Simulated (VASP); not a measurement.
# CsPbCl3 in VASP: notebook

CsPbCl3 is run at these levels: PBE; tasks: single point.

All numbers are computed with VASP 6.6.1; they aren't measurements. Logs are shortened: lines on timing, memory, paths and dates and some standing lists are left out, and cuts for length are marked.

**1. The cell of the first run**

The typed cell holds 5 atoms: a = 5.677 Å, b = 5.677 Å, c = 5.677 Å, α = 90.00°, β = 90.00°, γ = 90.00°.

**2. Single point, PBE**

File INCAR:

```
SYSTEM = CsPbCl3
  PREC = Accurate
  ENCUT = 520
  EDIFF = 1E-6
  ISMEAR = -1
  SIGMA = 0.02
  LREAL = .False.
  LASPH = .True.
  NELM = 100
  ALGO = Normal
  ISIF = 2
  LWAVE = .False.
  LCHARG = .True.
  GGA = PE
  LELF = .True.
  LVHAR = .True.
  NBANDS = 30
```

File KPOINTS:

```
regular mesh
0
Gamma
  4 4 4
  0 0 0
```

File POSCAR:

```
CsPbCl3
1.0
    4.0141224383      2.3175546703      3.2773182015
   -4.0141224383      2.3175546703      3.2773182015
    0.0000000000     -4.6351093407      3.2773182014
Cs Pb Cl
1 1 3
Direct
    0.5000000000      0.5000000000      0.5000000000
    0.0000000000      0.0000000000      0.0000000000
    0.5000000000      0.0000513870      0.9999486130
    0.0000513870      0.9999486130      0.5000000000
    0.9999486130      0.5000000000      0.0000513870
```

Potentials or basis: VASP PAW PBE potentials, release 64 (Cs_sv, Pb_d, Cl).

The run is started by

```bash
> cat potpaw_PBE.64/Cs_sv/POTCAR potpaw_PBE.64/Pb_d/POTCAR potpaw_PBE.64/Cl/POTCAR > POTCAR
> mpirun -np 1 vasp_std > vasp.out
```

OUTCAR:

```text
SYSTEM = CsPbCl3
   PREC = Accurate
   ENCUT = 520
   EDIFF = 1E-6
   ISMEAR = -1
   LREAL = .False.
   LASPH = .True.
   NELM = 100
   ISIF = 2
   GGA = PE

 ion  position               nearest neighbor table
   1  0.500  0.500  0.500-
   2  0.000  0.000  0.000-   5 2.84   3 2.84   5 2.84   3 2.84   4 2.84   4 2.84
   3  0.500  0.000  1.000-   2 2.84   2 2.84
   4  0.000  1.000  0.500-   2 2.84   2 2.84
   5  1.000  0.500  0.000-   2 2.84   2 2.84

  LATTYP: Found a trigonal (rhomboedric) cell.
 ALAT       =     5.6767114770
 COS(alpha) =    -0.0000404873

  Lattice vectors:

 A1 = (   4.0141224383,   2.3175546703,   3.2773182015)
 A2 = (  -4.0141224383,   2.3175546703,   3.2773182015)
 A3 = (   0.0000000000,  -4.6351093407,   3.2773182014)

Analysis of symmetry for initial positions (statically):
=====================================================================
 Subroutine PRICEL returns:
 Original cell was already a primitive cell.

 Routine SETGRP: Setting up the symmetry group for a
 trigonal (rhombohedral) supercell.

 Subroutine GETGRP returns: Found  6 space group operations
 (whereof  6 operations were pure point group operations)
 out of a pool of 12 trial point group operations.

The static configuration has the point symmetry D_3 .

Analysis of symmetry for dynamics (positions and initial velocities):
=====================================================================
 Subroutine PRICEL returns:
 Original cell was already a primitive cell.

 Routine SETGRP: Setting up the symmetry group for a
 trigonal (rhombohedral) supercell.

 Subroutine GETGRP returns: Found  6 space group operations
 (whereof  6 operations were pure point group operations)
 out of a pool of 12 trial point group operations.

The dynamic configuration has the point symmetry D_3 .

 Subroutine INISYM returns: Found  6 space group operations
 (whereof  6 operations are pure point group operations),
 and found     1 'primitive' translations

----------------------------------------------------------------------------------------

                                     Primitive cell

  volume of cell :     182.9323

  direct lattice vectors                    reciprocal lattice vectors
     4.014122438  2.317554670  3.277318201     0.124560226  0.071914880  0.101709176
    -4.014122438  2.317554670  3.277318201    -0.124560226  0.071914880  0.101709176
[... 79 lines left out ...]
   EDIFF  = 0.1E-05   stopping-criterion for ELM
   LREAL  =      F    real-space projection
   EDIFFG = 0.1E-04   stopping-criterion for IOM
   NSW    =      0    number of steps for IOM
   IBRION =     -1    ionic relax: 0-MD 1-quasi-New 2-CG
   NFREE  =      0    steps in history (QN), initial steepest desc. (CG)
   ISIF   =      2    stress and relaxation
   ISYM   =      2    0-nonsym 1-usesym 2-fastsym
   POTIM  = 0.5000    time-step for ionic-motion
   TEBEG  =    0.0;   TEEND  =   0.0 temperature during run
   PSTRESS=    0.0 pullay stress
   NELECT =      44.0000    total number of electrons
   NUPDOWN=      -1.0000    fix difference up-down
   EMIN   =  10.00;   EMAX   =-10.00  energy-range for DOS
   EFERMI =   0.00;   METHOD = LEGACY
   ISMEAR =    -1;   SIGMA  =   0.02  broadening in eV -4-tet -1-fermi 0-gaus
   EFERMI_NEDOS =   21; number of points for ismear=-14 and -15
   IALGO  =     38    algorithm
   IMIX   =      4    mixing-type and parameters
     AMIX     =   0.40;   BMIX     =  1.00
     AMIX_MAG =   1.60;   BMIX_MAG =  1.00
  volume/ion in A,a.u.               =      36.59       246.90
  Fermi-wavevector in a.u.,A,eV,Ry     =   1.018112  1.923953 14.103148  1.036552
  Thomas-Fermi vector in A             =   2.151551
   LORBIT       =      0    0 simple, 1 ext, 2 COOP (PROOUT), +10 PAW based schemes
   GGA     = PE    functional components
   LHFCALC =     F    Hartree Fock is set to
   AEXX    =    0.0000 exact exchange contribution
   IVDW    =     0    specifies the selected vdW correction
   LEPSILON=     F    determine dielectric tensor
   LRPA    =     F    only Hartree local field effects (RPA)
 non-spin polarized calculation
  energy-cutoff  :      520.00
  volume of cell :      182.93
 maximum number of plane-waves:      4956
   NGX = 21   NGY = 21   NGZ = 21

 number of electron      44.0000021 magnetization

 Free energy of the ion-electron system (eV)
  ---------------------------------------------------
  ext. energy  EPLUGINS =         0.00000000
  ---------------------------------------------------
  free energy    TOTEN  =       -17.53452660 eV

  energy without entropy =      -17.53452660  energy(sigma->0) =      -17.53452660

 E-fermi :   1.7988     XC(G=0):  -7.6578

 val. band max:        1.3269696670   @ k =   0.5000   0.5000   0.5000
 cond. band min:       3.4236435354   @ k =   0.5000   0.5000   0.5000
 fundamental gap:      2.0966738683
 Fermi energy:         1.7987723322

 k-point     1 :       0.0000    0.0000    0.0000
  band No.  band energies     occupation
      1     -19.8495      2.00000
      2     -15.3149      2.00000
      3     -15.3149      2.00000
      4     -15.1223      2.00000
      5     -15.1223      2.00000
      6     -15.1223      2.00000
[... 418 lines left out ...]
     29       7.0836      0.00000
     30       8.2492      0.00000

------------------------ aborting loop because EDIFF is reached ----------------------------------------

  FORCE on cell =-STRESS in cart. coord.  units (eV):
  Direction    XX          YY          ZZ          XY          YZ          ZX
  --------------------------------------------------------------------------------------
  -------------------------------------------------------------------------------------
  Total        0.8521386      0.8521386      0.8528747      0.0000000      0.0000000      0.0000000
  in kB        7.4632909      7.4632909      7.4697376      0.0000000      0.0000000      0.0000000
  external PRESSURE =       7.4654398 kB  Pullay stress =       0.0000000 kB

 VOLUME and BASIS-vectors are now :
 -----------------------------------------------------------------------------
  energy-cutoff  :      520.00
  volume of cell :      182.93
      direct lattice vectors                 reciprocal lattice vectors
     4.014122438  2.317554670  3.277318201     0.124560226  0.071914880  0.101709176
    -4.014122438  2.317554670  3.277318201    -0.124560226  0.071914880  0.101709176
     0.000000000 -4.635109341  3.277318201     0.000000000 -0.143829761  0.101709176

 POSITION                                       TOTAL-FORCE (eV/Angst)
 -----------------------------------------------------------------------------------
      0.00000     -0.00000      4.91598         0.000000     -0.000000     -0.000000
      0.00000      0.00000      0.00000         0.000000      0.000000     -0.000000
      2.00685     -3.47597      4.91598         0.000010     -0.000017     -0.000000
     -4.01371     -0.00000      4.91598        -0.000019     -0.000000      0.000000
      2.00685      3.47597      4.91598         0.000010      0.000017      0.000000
 -----------------------------------------------------------------------------------
    total drift:                                0.000000     -0.000000      0.000000

  FREE ENERGIE OF THE ION-ELECTRON SYSTEM (eV)
  ---------------------------------------------------
  free  energy   TOTEN  =       -17.5345266007 eV

  energy  without entropy=      -17.5345266007  energy(sigma->0) =      -17.53452660
```

stdout:

```text
POSCAR found type information on POSCAR CsPbCl
 POSCAR found :  3 types and       5 ions
 scaLAPACK will be used
 LDA part: xc-table for (Slater+PW92), standard interpolation
 POSCAR, INCAR and KPOINTS ok, starting setup
 FFT: planning ... GRIDC
 FFT: planning ... GRID_SOFT
 FFT: planning ... GRID
 WAVECAR not read
 entering main loop
```

Wall time 28 s (1 thread of Intel Xeon 6975P-C (Granite Rapids), shared host); peak memory 0.28 GiB.

Results:

```
Free energy            : -17.5345 eV
Pressure               : 0.7 GPa
Band gap on the k mesh : 2.10 eV
```

Caveat: spin-orbit coupling is left out, which moves the levels of the heavy elements.

**3. Single point, PBE (uniaxial z strain +2.7%)**

File INCAR:

```
PREC = Accurate ; ENCUT = 520
EDIFF = 1E-6 ; ISMEAR = -1
SIGMA = 0.02 ; LREAL = F
LASPH = T ; NELM = 60
ALGO = Normal ; ISIF = 2
LWAVE = F ; LCHARG = F
GGA = PE ; NBANDS = 30
```

File KPOINTS:

```
Automatic mesh
0
Gamma
  4 4 4
```

POSCAR: that of step 2 with these lines changed.

```diff
@@ -2,5 +2,5 @@
 1.0
-    4.0141224383      2.3175546703      3.2773182015
-   -4.0141224383      2.3175546703      3.2773182015
-    0.0000000000     -4.6351093407      3.2773182014
+    4.0141224383      2.3175546703      3.3644948656
+   -4.0141224383      2.3175546703      3.3644948656
+    0.0000000000     -4.6351093407      3.3644948656
 Cs Pb Cl
```

Potentials or basis: VASP PAW PBE potentials, release 64 (Cs_sv, Pb_d, Cl).

The run is started by

```bash
> cat potpaw_PBE.64/Cs_sv/POTCAR potpaw_PBE.64/Pb_d/POTCAR potpaw_PBE.64/Cl/POTCAR > POTCAR
> mpirun -np 1 vasp_std > vasp.out
```

Wall time 31 s (1 thread of Intel Xeon 6975P-C (Granite Rapids), shared host); peak memory 0.35 GiB.

Results (log left out):

| Quantity | Value |
| --- | --- |
| Free energy | -17.5461 eV |
| Pressure | 0.1 GPa |
| Band gap on the k mesh | 2.17 eV |

Stress tensor (GPa, compression positive):
```
 0.20  0.00  0.00
 0.00  0.20  0.00
 0.00  0.00 -0.06
```

Levels at points of the mesh, in eV from the valence-band top:
```csv
k point,band 18,band 19,band 20,band 21,band 22,band 23,band 24,band 25,band 26,band 27
"(0.00, 0.00, 0.00)",-2.17,-2.12,-2.10,-2.04,-2.04,3.66,4.72,4.72,5.59,5.59
"(0.50, 0.00, 0.00)",-2.24,-2.24,-2.19,-2.11,-1.45,3.14,4.97,5.31,5.47,5.56
"(0.50, 0.50, 0.00)",-2.33,-2.32,-2.30,-1.77,-0.70,2.68,2.73,5.04,5.70,5.95
"(0.50, 0.50, 0.50)",-2.32,-1.77,-1.76,-1.76,0.00,2.17,2.17,2.26,5.42,5.82
```

Caveat: the cell differs from its parent crystal (uniaxial z strain +2.7%); spin-orbit coupling is left out, which moves the levels of the heavy elements. A k mesh can miss the band edges.

**4. Single point, PBE (strain +3.6%)**

File INCAR:

```
SYSTEM = CsPbCl3
PREC = Accurate ; ENCUT = 520
EDIFF = 1E-7 ; ISMEAR = -1
SIGMA = 0.02 ; LREAL = .False.
LASPH = .True. ; NELM = 80
ALGO = Normal ; ISIF = 2
LWAVE = .False. ; LCHARG = .False.
GGA = PE ; NBANDS = 30
```

File KPOINTS:

```
regular mesh
0
Gamma
  4 4 4
  0 0 0
```

POSCAR: that of step 3 with these lines changed.

```diff
@@ -2,5 +2,5 @@
 1.0
-    4.0141224383      2.3175546703      3.3644948656
-   -4.0141224383      2.3175546703      3.3644948656
-    0.0000000000     -4.6351093407      3.3644948656
+    4.1594336706      2.4014501494      3.3959571204
+   -4.1594336706      2.4014501494      3.3959571204
+    0.0000000000     -4.8029002988      3.3959571203
 Cs Pb Cl
```

The run is started by

```bash
> cat potpaw_PBE.64/Cs_sv/POTCAR potpaw_PBE.64/Pb_d/POTCAR potpaw_PBE.64/Cl/POTCAR > POTCAR
> mpirun -np 1 vasp_std > vasp.out
```

Run time: 34 s. Hardware: 1 thread of Intel Xeon 6975P-C (Granite Rapids), shared host; peak memory 0.36 GiB.

Results (log left out):

- Free energy: -17.4850 eV
- Pressure: -1.4 GPa
- Band gap on the k mesh: 2.45 eV

Levels at points of the mesh, in eV from the valence-band top:
| k point | band 19 | band 20 | band 21 | band 22 | band 23 | band 24 | band 25 | band 26 |
| --- | --- | --- | --- | --- | --- | --- | --- | --- |
| (0.00, 0.00, 0.00) | -1.61 | -1.55 | -1.55 | -1.55 | 3.98 | 5.18 | 5.18 | 5.87 |
| (0.50, 0.00, 0.00) | -1.68 | -1.62 | -1.62 | -1.17 | 3.23 | 5.25 | 5.38 | 5.38 |
| (0.50, 0.50, 0.00) | -1.75 | -1.75 | -1.29 | -0.57 | 2.87 | 2.87 | 5.07 | 6.01 |
| (0.50, 0.50, 0.50) | -1.28 | -1.28 | -1.28 | 0.00 | 2.45 | 2.45 | 2.45 | 5.72 |

Caveat: the cell differs from its parent crystal (strain +3.6%); spin-orbit coupling is left out, which moves the levels of the heavy elements.

**5. The runs side by side**

```csv
cell,gap on the mesh (eV),pressure (GPa)
"a = 5.677 Å, 5 atoms",2.10,0.7
"a = 5.727 Å, angles 89.0°, 5 atoms",2.17,0.1
"a = 5.882 Å, 5 atoms",2.45,-1.4
```

Alike in all rows: task single point; level PBE; potentials or basis VASP PAW PBE potentials, release 64 (Cs_sv, Pb_d, Cl); no spin polarisation; k mesh 4 × 4 × 4; cutoff (eV) 520; smearing fermi-dirac 0.02 eV.

Caveats: spin-orbit coupling is left out, which moves the levels of the heavy elements.

Absolute energies hang on the potentials; compare differences alone.
